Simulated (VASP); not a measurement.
Wanted: the native input for a VASP 6.6.1 run.

| Property | Result |
| --- | --- |
| Task | single point |
| Functional | LDA |
| Potentials or basis | VASP PAW LDA potentials, release 64 (Ga_d, N) |
| Cutoff | 520 eV |
| k mesh | 8 × 6 × 6 |
| Occupations | gaussian, width 0.05 eV |
| Spin | no spin polarisation |
| Dipole correction | no |
| Further INCAR settings | ALGO = Normal; EDIFF = 1e-07; NBANDS = 46 |

The structure of GaN lies in POSCAR:

```
GaN
1.0
   -3.1515767111      0.0000000000      0.0000000000
    0.0000000000      0.0000000000     -5.1382481593
    0.0000000000     -5.4586909876      0.0000000000
Ga N
4 4
Direct
    0.5000000000      0.0012732127      0.1771075480
    0.0000000000     -0.0069865292      0.6562319750
    0.0000000000      0.4930134708      0.3437680250
    0.5000000000      0.5012732127      0.8228924520
    0.5000000000      0.6400925896      0.1681957933
    0.0000000000      0.6439255141      0.6651756053
    0.0000000000      0.1439255141      0.3348243947
    0.5000000000      0.1400925896      0.8318042067
```

This cell differs from its parent crystal: mode 11 frozen in at -0.061 Å and mode 13 at -0.091 Å (largest displacements).

One way to write it, as run:

INCAR

```
PREC = Accurate
ENCUT = 520
EDIFF = 1E-7
ISMEAR = 0
SIGMA = 0.05
LREAL = F
LASPH = T
NELM = 80
ALGO = Normal
ISIF = 2
LWAVE = F
LCHARG = F
NBANDS = 46
```

KPOINTS

```
Automatic mesh
0
Gamma
  8 6 6
```

Potentials or basis: VASP PAW LDA potentials, release 64 (Ga_d, N).

Command:

```console
$ cat potpaw_LDA.64/Ga_d/POTCAR potpaw_LDA.64/N/POTCAR > POTCAR
$ mpirun -np 1 vasp_std > vasp.out
```

Results of the run:

```json
{
 "Pressure": "3.1 GPa",
 "Largest force": "2.966 eV/Å",
 "Band gap on the k mesh": "1.95 eV"
}
```

Caveat: the cell differs from its parent crystal (mode 11 frozen in at -0.061 Å and mode 13 at -0.091 Å (largest displacements)); forces of over 1 eV/Å act on the atoms, so gaps and moduli don't describe the material at rest.

Wall time 3.2 min on 1 thread of Intel(R) Xeon(R) Platinum 8488C (Sapphire Rapids), on a shared host, peak memory 0.33 GiB.
